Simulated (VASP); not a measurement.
# MgH2 (P4_2/mnm) in VASP: notebook

Runs on MgH2. Level: LDA. Tasks: single point, relaxation of cell and atoms.

All numbers are computed with VASP 6.6.1; they aren't measurements. Logs are shortened: lines on timing, memory, paths and dates and some standing lists are left out, and cuts for length are marked.

## Step 1: The cell of the first run

Symmetry: P4_2/mnm, No. 136, tetragonal system. The conventional cell has a = 4.430 Å, b = 4.430 Å, c = 2.974 Å, α = 90.00°, β = 90.00°, γ = 90.00°. Mg (site symmetry mmm) has 6 H at 1.91 to 1.93 Å within 2.5 Å. Within 2.5 Å of H (site symmetry m2m) lie 3 Mg at 1.91 to 1.93 Å and 1 H at 2.45 Å.

## Step 2: Single point, LDA

INCAR reads:

```
  ALGO = Normal
  EDIFF = 1E-6
  ENCUT = 520
  GGA = CA
  ISIF = 2
  ISMEAR = 0
  LASPH = T
  LCHARG = F
  LREAL = F
  LWAVE = F
  NBANDS = 13
  NELM = 60
  PREC = Accurate
  SIGMA = 0.02
```

KPOINTS reads:

```
k-points
0
Gamma
  6 6 8
```

POSCAR reads:

```
MgH2
1.0
    4.4296260242      0.0000000000      0.0000000000
    0.0000000000      4.4296260242      0.0000000000
    0.0000000000      0.0000000000      2.9736697410
Mg H
2 4
Direct
    0.0000000000      0.0000000000      0.0000000000
    0.5000000000      0.5000000000      0.5000000000
    0.3044901185      0.3044901185      0.0000000000
    0.1955098815      0.8044901185      0.5000000000
    0.6955098815      0.6955098815      0.0000000000
    0.8044901185      0.1955098815      0.5000000000
```

Potentials or basis: VASP PAW LDA potentials, release 64 (Mg, H).

Launch:

```
$ cat potpaw_LDA.64/Mg/POTCAR potpaw_LDA.64/H/POTCAR > POTCAR
$ mpirun -np 1 vasp_std > vasp.out
```

OUTCAR:

```text
EDIFF = 1E-6
   ENCUT = 520
   GGA = CA
   ISIF = 2
   ISMEAR = 0
   LASPH = T
   LREAL = F
   NELM = 60
   PREC = Accurate

 ion  position               nearest neighbor table
   1  0.000  0.000  0.000-   3 1.91   5 1.91   4 1.93   6 1.93   4 1.93   6 1.93   2 3.47   2 3.47
                             2 3.47   2 3.47   2 3.47   2 3.47   2 3.47   2 3.47
   2  0.500  0.500  0.500-   4 1.91   6 1.91   5 1.93   3 1.93   3 1.93   5 1.93   1 3.47   1 3.47
                             1 3.47   1 3.47   1 3.47   1 3.47   1 3.47   1 3.47
   3  0.304  0.304  0.000-   1 1.91   2 1.93   2 1.93
   4  0.196  0.804  0.500-   2 1.91   1 1.93   1 1.93
   5  0.696  0.696  0.000-   1 1.91   2 1.93   2 1.93
   6  0.804  0.196  0.500-   2 1.91   1 1.93   1 1.93

  LATTYP: Found a simple tetragonal cell.
 ALAT       =     4.4296260242
 C/A-ratio  =     0.6713139495

  Lattice vectors:

 A1 = (   4.4296260242,   0.0000000000,   0.0000000000)
 A2 = (   0.0000000000,   4.4296260242,   0.0000000000)
 A3 = (   0.0000000000,   0.0000000000,   2.9736697410)

Analysis of symmetry for initial positions (statically):
=====================================================================
 Subroutine PRICEL returns:
 Original cell was already a primitive cell.

 Routine SETGRP: Setting up the symmetry group for a
 simple tetragonal supercell.

 Subroutine GETGRP returns: Found 16 space group operations
 (whereof  8 operations were pure point group operations)
 out of a pool of 16 trial point group operations.

The static configuration has the point symmetry D_2h.
 The point group associated with its full space group is D_4h.

Analysis of symmetry for dynamics (positions and initial velocities):
=====================================================================
 Subroutine PRICEL returns:
 Original cell was already a primitive cell.

 Routine SETGRP: Setting up the symmetry group for a
 simple tetragonal supercell.

 Subroutine GETGRP returns: Found 16 space group operations
 (whereof  8 operations were pure point group operations)
 out of a pool of 16 trial point group operations.

The dynamic configuration has the point symmetry D_2h.
 The point group associated with its full space group is D_4h.

 Subroutine INISYM returns: Found 16 space group operations
 (whereof  8 operations are pure point group operations),
 and found     1 'primitive' translations

----------------------------------------------------------------------------------------

                                     Primitive cell

  volume of cell :      58.3481

  direct lattice vectors                    reciprocal lattice vectors
     4.429626024  0.000000000  0.000000000     0.225752692  0.000000000  0.000000000
     0.000000000  4.429626024  0.000000000     0.000000000  0.225752692  0.000000000
     0.000000000  0.000000000  2.973669741     0.000000000  0.000000000  0.336284822

  length of vectors
     4.429626024  4.429626024  2.973669741     0.225752692  0.225752692  0.336284822

  position of ions in fractional coordinates (direct lattice)
     0.000000000  0.000000000  0.000000000
     0.500000000  0.500000000  0.500000000
     0.304490118  0.304490118  0.000000000
     0.195509882  0.804490118  0.500000000
     0.695509882  0.695509882  0.000000000
     0.804490118  0.195509882  0.500000000

  ion indices of the primitive-cell ions
   primitive index   ion index
                 1           1
                 2           2
                 3           3
                 4           4
                 5           5
                 6           6

----------------------------------------------------------------------------------------

 KPOINTS: k-points

Automatic generation of k-mesh.
 Grid dimensions read from file:
 generate k-points for:    6    6    8

 Generating k-lattice:

  Cartesian coordinates                     Fractional coordinates (reciprocal lattice)
     0.037625449  0.000000000  0.000000000     0.166666667  0.000000000  0.000000000
     0.000000000  0.037625449  0.000000000     0.000000000  0.166666667  0.000000000
     0.000000000  0.000000000  0.042035603     0.000000000  0.000000000  0.125000000

  Length of vectors
     0.037625449  0.037625449  0.042035603

  Shift w.r.t. Gamma in fractional coordinates (k-lattice)
     0.000000000  0.000000000  0.000000000

 Subroutine IBZKPT returns following result:
 ===========================================

 Found     50 irreducible k-points:

 Following reciprocal coordinates:
            Coordinates               Weight
  0.000000  0.000000  0.000000      1.000000
  0.166667  0.000000  0.000000      4.000000
  0.333333  0.000000  0.000000      4.000000
  0.500000  0.000000  0.000000      2.000000
  0.166667  0.166667  0.000000      4.000000
  0.333333  0.166667  0.000000      8.000000
[... 16 lines left out ...]
  0.333333  0.000000  0.250000      8.000000
  0.500000  0.000000  0.250000      4.000000
 [... further k-points ...]
   k-points           NKPTS =     50   k-points in BZ     NKDIM =     50   number of bands    NBANDS=     13
   number of dos      NEDOS =    301   number of ions     NIONS =      6
   total plane-waves  NPLWV =  31104
   dimension x,y,z NGX =    36 NGY =   36 NGZ =   24
   dimension x,y,z NGXF=    72 NGYF=   72 NGZF=   48
   ions per type =               2   4
   NGX,Y,Z   is equivalent  to a cutoff of  13.51, 13.51, 13.42 a.u.
   NGXF,Y,Z  is equivalent  to a cutoff of  27.02, 27.02, 26.83 a.u.
 SYSTEM =  unknown system
   PREC   = accura    normal or accurate (medium, high low for compatibility)
   ISTART =      0    job   : 0-new  1-cont  2-samecut
   ICHARG =      2    charge: 1-file 2-atom 10-const
   ISPIN  =      1    spin polarized calculation?
   LNONCOLLINEAR =      F non collinear calculations
   LSORBIT =      F    spin-orbit coupling
   LASPH  =      T    aspherical Exc in radial PAW
   ENCUT  =  520.0 eV  38.22 Ry    6.18 a.u.   8.24  8.24  5.53*2*pi/ulx,y,z
   NELM   =     60;   NELMIN=  2; NELMDL= -5     # of ELM steps
   EDIFF  = 0.1E-05   stopping-criterion for ELM
   LREAL  =      F    real-space projection
   EDIFFG = 0.1E-04   stopping-criterion for IOM
   NSW    =      0    number of steps for IOM
   IBRION =     -1    ionic relax: 0-MD 1-quasi-New 2-CG
   NFREE  =      0    steps in history (QN), initial steepest desc. (CG)
   ISIF   =      2    stress and relaxation
   ISYM   =      2    0-nonsym 1-usesym 2-fastsym
   POTIM  = 0.5000    time-step for ionic-motion
   TEBEG  =    0.0;   TEEND  =   0.0 temperature during run
   PSTRESS=    0.0 pullay stress
   NELECT =       8.0000    total number of electrons
   NUPDOWN=      -1.0000    fix difference up-down
   EMIN   =  10.00;   EMAX   =-10.00  energy-range for DOS
   EFERMI =   0.00;   METHOD = LEGACY
   ISMEAR =     0;   SIGMA  =   0.02  broadening in eV -4-tet -1-fermi 0-gaus
   EFERMI_NEDOS =   21; number of points for ismear=-14 and -15
   IALGO  =     38    algorithm
   IMIX   =      4    mixing-type and parameters
     AMIX     =   0.40;   BMIX     =  1.00
     AMIX_MAG =   1.60;   BMIX_MAG =  1.00
  volume/ion in A,a.u.               =       9.72        65.63
  Fermi-wavevector in a.u.,A,eV,Ry     =   0.844169  1.595247  9.695793  0.712621
  Thomas-Fermi vector in A             =   1.959154
   LORBIT       =      0    0 simple, 1 ext, 2 COOP (PROOUT), +10 PAW based schemes
   GGA     = CA    functional components
   LHFCALC =     F    Hartree Fock is set to
   AEXX    =    0.0000 exact exchange contribution
   IVDW    =     0    specifies the selected vdW correction
   LEPSILON=     F    determine dielectric tensor
   LRPA    =     F    only Hartree local field effects (RPA)
 non-spin polarized calculation
 Gauss-broadening in eV      SIGMA  =   0.02
  energy-cutoff  :      520.00
  volume of cell :       58.35
 maximum number of plane-waves:      1594
 NGX is ok and might be reduce to    36
   NGX = 17   NGY = 17   NGZ = 11

 number of electron       8.0000001 magnetization

 Free energy of the ion-electron system (eV)
  ---------------------------------------------------
  ext. energy  EPLUGINS =         0.00000000
  ---------------------------------------------------
  free energy    TOTEN  =       -18.89585066 eV

  energy without entropy =      -18.89585066  energy(sigma->0) =      -18.89585066

 E-fermi :  -0.2762     XC(G=0):  -8.9410

 val. band max:       -0.4048651978   @ k =   0.1667   0.1667   0.0000
 cond. band min:       3.1038338550   @ k =   0.3333   0.3333   0.5000
 fundamental gap:      3.5086990527
 Fermi energy:        -0.2761616573

 k-point     1 :       0.0000    0.0000    0.0000
  band No.  band energies     occupation
      1      -7.2754      2.00000
      2      -1.9734      2.00000
      3      -1.9734      2.00000
      4      -0.8929      2.00000
      5       3.9200      0.00000
      6       4.5640      0.00000
      7       8.7116      0.00000
      8       8.7116      0.00000
      9      10.4614      0.00000
     10      10.7317      0.00000
     11      11.6533      0.00000
     12      14.8064      0.00000
     13      14.8064      0.00000

 k-point     2 :       0.1667    0.0000    0.0000
  band No.  band energies     occupation
      1      -7.0822      2.00000
      2      -2.9333      2.00000
      3      -1.8419      2.00000
      4      -0.5110      2.00000
      5       4.1278      0.00000
      6       4.9762      0.00000
      7       7.4062      0.00000
      8       9.2111      0.00000
      9      10.9075      0.00000
     10      11.9309      0.00000
     11      12.2185      0.00000
     12      14.0849      0.00000
     13      14.9058      0.00000

 k-point     3 :       0.3333    0.0000    0.0000
  band No.  band energies     occupation
      1      -6.5089      2.00000
      2      -4.3395      2.00000
      3      -1.4716      2.00000
      4      -0.5199      2.00000
      5       4.1170      0.00000
      6       5.8416      0.00000
      7       6.9942      0.00000
      8      10.2192      0.00000
      9      11.4331      0.00000
     10      12.1726      0.00000
     11      12.8713      0.00000
     12      13.4866      0.00000
     13      13.8477      0.00000

 k-point     4 :       0.5000    0.0000    0.0000
  band No.  band energies     occupation
      1      -5.5774      2.00000
      2      -5.5774      2.00000
      3      -0.9564      2.00000
      4      -0.9564      2.00000
      5       4.6886      0.00000
      6       4.6886      0.00000
      7       9.6585      0.00000
      8       9.6585      0.00000
      9      11.4237      0.00000
     10      11.4237      0.00000
     11      12.3010      0.00000
     12      12.3010      0.00000
     13      15.7600      0.00000

 k-point     5 :       0.1667    0.1667    0.0000
  band No.  band energies     occupation
      1      -6.8907      2.00000
      2      -3.0324      2.00000
      3      -2.4422      2.00000
      4      -0.4049      2.00000
      5       4.6378      0.00000
      6       5.0607      0.00000
      7       7.6341      0.00000
      8       9.1068      0.00000
      9      11.0836      0.00000
     10      11.6889      0.00000
     11      13.5317      0.00000
     12      14.1418      0.00000
     13      14.3191      0.00000
[... 257 lines left out ...]
 k-point    22 :       0.1667    0.0000    0.2500
  band No.  band energies     occupation
      1      -6.1292      2.00000
      2      -2.2752      2.00000
      3      -1.2622      2.00000
      4      -0.7570      2.00000
      5       4.8806      0.00000
      6       5.5233      0.00000
      7       6.3988      0.00000
      8       7.1946      0.00000
      9       9.1224      0.00000
     10       9.4027      0.00000
     11      10.3994      0.00000
     12      11.2994      0.00000
     13      12.6857      0.00000

 k-point    23 :       0.3333    0.0000    0.2500
  band No.  band energies     occupation
      1      -5.5773      2.00000
      2      -3.5321      2.00000
      3      -1.0171      2.00000
      4      -0.6285      2.00000
      5       5.0678      0.00000
      6       5.8604      0.00000
      7       5.8976      0.00000
      8       7.3518      0.00000
      9       8.0015      0.00000
     10      10.2054      0.00000
     11      10.3544      0.00000
     12      12.6575      0.00000
     13      13.5609      0.00000

 k-point    24 :       0.5000    0.0000    0.2500
  band No.  band energies     occupation
      1      -4.6887      2.00000
      2      -4.6887      2.00000
      3      -0.7477      2.00000
      4      -0.7477      2.00000
      5       5.1618      0.00000
      6       5.1618      0.00000
      7       6.7272      0.00000
      8       6.7272      0.00000
      9       8.9168      0.00000
     10       8.9168      0.00000
     11      12.4062      0.00000
     12      12.4062      0.00000
     13      13.9963      0.00000

 [... further k-points ...]

------------------------ aborting loop because EDIFF is reached ----------------------------------------

  FORCE on cell =-STRESS in cart. coord.  units (eV):
  Direction    XX          YY          ZZ          XY          YZ          ZX
  --------------------------------------------------------------------------------------
  -------------------------------------------------------------------------------------
  Total       -0.1995317     -0.1995317     -0.1841349      0.0000000      0.0000000      0.0000000
  in kB       -5.4789281     -5.4789281     -5.0561474      0.0000000      0.0000000      0.0000000
  external PRESSURE =      -5.3380012 kB  Pullay stress =       0.0000000 kB

 VOLUME and BASIS-vectors are now :
 -----------------------------------------------------------------------------
  energy-cutoff  :      520.00
  volume of cell :       58.35
      direct lattice vectors                 reciprocal lattice vectors
     4.429626024  0.000000000  0.000000000     0.225752692  0.000000000  0.000000000
     0.000000000  4.429626024  0.000000000     0.000000000  0.225752692  0.000000000
     0.000000000  0.000000000  2.973669741     0.000000000  0.000000000  0.336284822

 POSITION                                       TOTAL-FORCE (eV/Angst)
 -----------------------------------------------------------------------------------
      0.00000      0.00000      0.00000         0.000000      0.000000      0.000000
      2.21481      2.21481      1.48683         0.000000      0.000000      0.000000
      1.34878      1.34878      0.00000        -0.005357     -0.005357      0.000000
      0.86604      3.56359      1.48683         0.005357     -0.005357      0.000000
      3.08085      3.08085      0.00000         0.005357      0.005357     -0.000000
      3.56359      0.86604      1.48683        -0.005357      0.005357     -0.000000
 -----------------------------------------------------------------------------------
    total drift:                                0.000000      0.000000     -0.000000

  FREE ENERGIE OF THE ION-ELECTRON SYSTEM (eV)
  ---------------------------------------------------
  free  energy   TOTEN  =       -18.8958506642 eV

  energy  without entropy=      -18.8958506642  energy(sigma->0) =      -18.89585066
```

Run time: 19 s. Hardware: 1 thread of Intel Xeon 6975P-C (Granite Rapids), shared host; peak memory 0.17 GiB.

What came out:

- Free energy: -18.8959 eV
- Pressure: -0.5 GPa
- Largest force: 0.008 eV/Å
- Band gap on the k mesh: 3.51 eV, indirect (least direct gap 4.37 eV)

Forces on the atoms (eV/Å):
```
Mg   0.000  0.000  0.000
Mg   0.000  0.000  0.000
H   -0.005 -0.005  0.000
H    0.005 -0.005  0.000
H    0.005  0.005  0.000
H   -0.005  0.005  0.000
```

Levels at points of the mesh, in eV from the valence-band top:
```csv
k point,band 2,band 3,band 4,band 5,band 6,band 7
"(0.00, 0.00, 0.00)",-1.57,-1.57,-0.49,4.32,4.97,9.12
"(0.50, 0.00, 0.00)",-5.17,-0.55,-0.55,5.09,5.09,10.06
"(0.50, 0.50, 0.00)",-4.01,-3.01,-3.01,9.12,9.12,9.29
"(0.00, 0.00, 0.50)",-3.29,-0.09,-0.09,6.23,6.23,6.56
"(0.50, 0.00, 0.50)",-2.47,-1.23,-1.23,4.99,4.99,6.67
"(0.50, 0.50, 0.50)",-2.02,-1.07,-1.07,3.61,3.61,3.80
```

A k mesh can miss the band edges.

## Step 3: Relaxation of cell and atoms, LDA

This run uses another cell than the first one, of 10.25 Å³/atom, 1.054 times its volume.

INCAR reads:

```
SYSTEM = MgH2
PREC = Accurate ; ENCUT = 600
EDIFF = 1E-6 ; ISMEAR = 0
SIGMA = 0.02 ; LREAL = .False.
LASPH = .True. ; NELM = 60
ALGO = Normal ; ISIF = 3
LWAVE = .False. ; LCHARG = .False.
IBRION = 2 ; NSW = 70
EDIFFG = -0.005
```

KPOINTS reads:

```
Automatic mesh
0
Gamma
  6 6 8
  0 0 0
```

POSCAR reads:

```
MgH2
1.0
    4.5178551150      0.0000000000      0.0000000000
    0.0000000000      4.5178551150      0.0000000000
    0.0000000000      0.0000000000      3.0120664632
Mg H
2 4
Direct
    0.0000000000      0.0000000000      0.0000000000
    0.5000000000      0.5000000000      0.5000000000
    0.3044392695      0.3044392695      0.0000000000
    0.1955607305      0.8044392695      0.5000000000
    0.6955607305      0.6955607305      0.0000000000
    0.8044392695      0.1955607305      0.5000000000
```

Potentials or basis: VASP PAW LDA potentials, release 64 (Mg, H).

Launch:

```
$ cat potpaw_LDA.64/Mg/POTCAR potpaw_LDA.64/H/POTCAR > POTCAR
$ mpirun -np 1 vasp_std > vasp.out
```

Run time: 55 s. Hardware: 1 thread of Intel Xeon 6975P-C (Granite Rapids), shared host; peak memory 0.17 GiB.

Results (log left out):

| Quantity | Value |
| --- | --- |
| Free energy | -18.8988 eV |
| Relaxed volume | 9.65 Å³/atom |
| Relaxed cell | a = 4.415 Å, b = 4.415 Å, c = 2.970 Å, α = 90.00°, β = 90.00°, γ = 90.00° |
| Space group after relaxing (to 0.05 Å) | P4_2/mnm (No. 136) |
| Energy gained by relaxing | 5.9 meV/atom |
| Ionic steps | 8 |
| Pressure after relaxing | 0.0 GPa |
| Band gap on the k mesh | 3.51 eV, indirect (least direct gap 4.39 eV) |

The path:
| step | energy change (eV) | largest force (eV/Å) | pressure (GPa) | volume (Å³) |
| --- | --- | --- | --- | --- |
| 1 | 0.0000 | 0.0035 | -3.02 | 61.48 |
| 2 | -0.0249 | 0.0081 | -1.63 | 59.78 |
| 3 | -0.0338 | 0.0207 | -0.14 | 58.17 |
| 4 | -0.0338 | 0.0217 | -0.02 | 58.05 |
| 5 | -0.0346 | 0.0086 | -0.01 | 57.99 |
| 6 | -0.0351 | 0.0140 | 0.01 | 57.87 |
| 7 | -0.0352 | 0.0087 | 0.00 | 57.88 |
| 8 | -0.0352 | 0.0006 | -0.01 | 57.88 |

Final structure:
```
Mg H
1.0
     4.41492    0.00000    0.00000
     0.00000    4.41492    0.00000
     0.00000    0.00000    2.96959
Mg H
2 4
Direct
  0.00000 0.00000 0.00000
  0.50000 0.50000 0.50000
  0.30434 0.30434 0.00000
  0.19566 0.80434 0.50000
  0.69566 0.69566 0.00000
  0.80434 0.19566 0.50000
```

Levels at points of the mesh, in eV from the valence-band top:
| k point | band 1 | band 2 | band 3 | band 4 | band 5 | band 6 | band 7 | band 8 |
| --- | --- | --- | --- | --- | --- | --- | --- | --- |
| (0.00, 0.00, 0.00) | -6.92 | -1.58 | -1.58 | -0.48 | 4.31 | 4.99 | 9.17 | 9.17 |
| (0.50, 0.00, 0.00) | -5.21 | -5.21 | -0.56 | -0.56 | 5.11 | 5.11 | 10.10 | 10.10 |
| (0.50, 0.50, 0.00) | -4.04 | -4.04 | -3.04 | -3.04 | 9.16 | 9.16 | 9.33 | 9.33 |
| (0.00, 0.00, 0.50) | -3.33 | -3.33 | -0.10 | -0.10 | 6.27 | 6.27 | 6.57 | 6.57 |
| (0.50, 0.00, 0.50) | -2.50 | -2.50 | -1.26 | -1.26 | 5.00 | 5.00 | 6.68 | 6.68 |
| (0.50, 0.50, 0.50) | -2.04 | -2.04 | -1.09 | -1.09 | 3.62 | 3.62 | 3.78 | 3.78 |
